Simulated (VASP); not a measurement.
BN: single point with PBE-based global hybrid with 35 % exact exchange

Crystal: BN.

```xyz
4
Lattice="2.5369 0.0000 0.0000 -1.2685 2.1970 0.0000 0.0000 0.0000 4.1959" Properties=species:S:1:pos:R:3 pbc="T T T"
B     1.2685    0.7323    0.0011
B     0.0000    1.4647    2.0991
N     1.2685    0.7323    1.5723
N     0.0000    1.4647    3.6703
```

| Item | Value |
| --- | --- |
| Program | VASP 6.6.1 |
| Task | single point |
| Functional | PBE-based global hybrid with 35 % exact exchange |
| Potentials or basis | VASP PAW PBE potentials, release 64 (B, N) |
| Cutoff | 520 eV |
| k mesh | 6 × 6 × 4 |
| Occupations | gaussian, width 0.05 eV |
| Spin | no spin polarisation |

- Pressure: -4.0 GPa
- Largest force: 0.026 eV/Å
- Band gap on the k mesh: 8.13 eV (least direct gap 11.77 eV)

Forces on the atoms (eV/Å):
```
B    0.000  0.000 -0.026
B    0.000  0.000 -0.026
N    0.000  0.000  0.026
N    0.000  0.000  0.026
```

Stress tensor (GPa, compression positive):
```
-3.77  0.00  0.00
 0.00 -3.77  0.00
 0.00  0.00 -4.53
```

Levels at points of the mesh, in eV from the valence-band top:
| k point | band 6 | band 7 | band 8 | band 9 | band 10 | band 11 |
| --- | --- | --- | --- | --- | --- | --- |
| (0.00, 0.00, 0.00) | -0.27 | 0.00 | 0.00 | 11.92 | 11.92 | 12.21 |
| (0.50, 0.00, 0.00) | -5.63 | -4.90 | -2.39 | 9.88 | 11.26 | 14.31 |
| (0.00, 0.00, 0.50) | -1.33 | -1.33 | -1.33 | 13.12 | 13.12 | 13.62 |
| (0.50, 0.00, 0.50) | -4.26 | -4.03 | -4.03 | 9.80 | 9.80 | 13.52 |

Wall time 7.4 min on 1 thread of Intel(R) Xeon(R) Platinum 8488C (Sapphire Rapids), on a shared host, peak memory 0.14 GiB.

Caveat: the k points lie up to 0.48 Å⁻¹ apart; the PAW data sets were made with another functional, which shifts forces and pressure a little. A k mesh can miss the band edges.
